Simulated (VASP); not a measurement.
Write the native input for VASP 6.6.1 that does the following.

```yaml
Task: electric field gradients
Functional: PBEsol
Potentials_or_basis: VASP PAW PBE potentials, release 64 (Rh_pv)
Cutoff: 520 eV
k_mesh: 16 × 16 × 16
Occupations: fermi-dirac, width 0.08 eV
Spin: no spin polarisation
Dipole_correction: no
Further_INCAR_settings: ALGO = Normal; EDIFF = 1e-08; NBANDS = 14
```

The structure of Rh lies in POSCAR:

```
Rh
1.0
    0.0000000000      1.8951902535      1.8951902535
    1.8951902535      0.0000000000      1.8951902535
    1.8951902535      1.8951902535      0.0000000000
Rh
1
Direct
    0.0000000000      0.0000000000      0.0000000000
```

This cell differs from its parent crystal: volume scaled by 0.99.

The input as run:

INCAR

```
SYSTEM = Rh
ALGO = Normal
EDIFF = 1E-8
ENCUT = 520
GGA = PS
ISIF = 2
ISMEAR = -1
LASPH = .TRUE.
LCHARG = .FALSE.
LEFG = .TRUE.
LREAL = .FALSE.
LWAVE = .FALSE.
NBANDS = 14
NELM = 80
PREC = Accurate
SIGMA = 0.08
```

KPOINTS

```
k-points
0
G
  16 16 16
  0 0 0
```

Potentials or basis: VASP PAW PBE potentials, release 64 (Rh_pv).

Launch:

```bash
$ cat potpaw_PBE.64/Rh_pv/POTCAR > POTCAR
$ mpirun -np 1 vasp_std > vasp.out
```

It gave:

```json
{
 "Pressure": "-2.2 GPa"
}
```

Caveat: without QUAD_EFG the Cq values of the log hold for a quadrupole moment of 1 mb, not for the nuclei; the PAW data sets were made with another functional, which shifts forces and pressure a little.

Wall time 10 s on 1 thread of Intel(R) Xeon(R) 6975P-C (Granite Rapids) (shared host), peak memory 0.14 GiB.
